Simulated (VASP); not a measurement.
Wanted: the native input for a VASP 6.6.1 run.

```
Task                   : single point
Functional             : revPBE
Dispersion             : D4
Potentials or basis    : VASP PAW PBE potentials, release 64 (Ni, Al)
Cutoff                 : 600 eV
k mesh                 : 9 × 9 × 9
Occupations            : fermi-dirac, width 0.05 eV
Spin                   : collinear spin, ferromagnetic start
Starting moments       : [1.0, 0.0] μB
Dipole correction      : no
Further INCAR settings : ALGO = Normal; EDIFF = 1e-06; NBANDS = 18
```

The structure of AlNi lies in POSCAR:

```
AlNi
1.0
    2.8523768003      0.0000000000      0.0000000000
    0.0000000000      2.8523768003      0.0000000000
    0.0000000000      0.0000000000      2.8523768003
Ni Al
1 1
Direct
    0.5000000000      0.5000000000      0.5000000000
    0.0000000000      0.0000000000      0.0000000000
```

These files were run (other wordings do the same):

INCAR

```
SYSTEM = AlNi
PREC = Accurate
ENCUT = 600
EDIFF = 1E-6
ISMEAR = -1
SIGMA = 0.05
LREAL = .False.
LASPH = .True.
NELM = 200
ALGO = Normal
ISIF = 2
LWAVE = .False.
LCHARG = .False.
ISPIN = 2
MAGMOM = 1 0
LORBIT = 11
LMAXMIX = 4
GGA = RE
IVDW = 13
NBANDS = 18
GGA_COMPAT = .False.
```

KPOINTS

```
regular mesh
0
Gamma
  9 9 9
  0 0 0
```

Potentials or basis: VASP PAW PBE potentials, release 64 (Ni, Al).

Launch:

```bash
$ cat potpaw_PBE.64/Ni/POTCAR potpaw_PBE.64/Al/POTCAR > POTCAR
$ mpirun -np 1 vasp_std > vasp.out
```

It gave:

The pressure is -0.2 GPa. The net moment is 0.00 μB per cell, the valence electrons inside the program's atomic spheres are Ni 9.51; Al 0.82 and the dispersion energy per atom is -0.767 eV.

Caveat: the PAW data sets were made with another functional, which shifts forces and pressure a little; pairwise dispersion overbinds metals, which lowers pressure and volume.

Run time: 44 s on 1 thread of Intel Xeon 8259CL, with other jobs on the host, peak memory 0.16 GiB.
